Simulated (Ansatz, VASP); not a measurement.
## AlGaN2: VASP beside Ansatz

```
Al Ga N
1.0
     3.09134    0.00000    0.00000
     0.00000    3.09134    0.00000
     0.00000    0.00000    4.34953
Al Ga N
1 1 2
Direct
  0.50000 0.50000 0.50000
  0.00000 0.00000 0.00000
  0.50000 0.00000 0.73999
  0.00000 0.50000 0.26001
```

Alike in both runs: task single point; functional LDA; k mesh 8 × 8 × 6; occupations gaussian, width 0.02 eV; no spin polarisation.

|  | VASP | Ansatz |
| --- | --- | --- |
| version | VASP 6.6.1 | Ansatz 0.2.0 |
| potentials or method | VASP PAW LDA potentials, release 64 (Al, Ga_d, N_h), cutoff 910 eV | scalar-relativistic, plane waves, PAW |
| valence electrons in the cell | 26 | 26 |

|  | VASP | Ansatz | Ansatz less VASP |
| --- | --- | --- | --- |
| gap on the k mesh at the Fermi level (eV) | 3.24 | 3.23 | -0.013 |
| least direct gap on the mesh (eV) | 3.24 | 3.23 | -0.013 |
| rms of the force components (eV/Å) | 0.013 | 0.001 | -0.0121 |

LDA's correlation is that of Perdew and Zunger in VASP and of Perdew and Wang (1992) in Ansatz. Atom by atom the forces differ by 0.012 eV/Å (rms over components).

Noted on VASP's run: the cutoff is short for stress, so the pressure is rough.
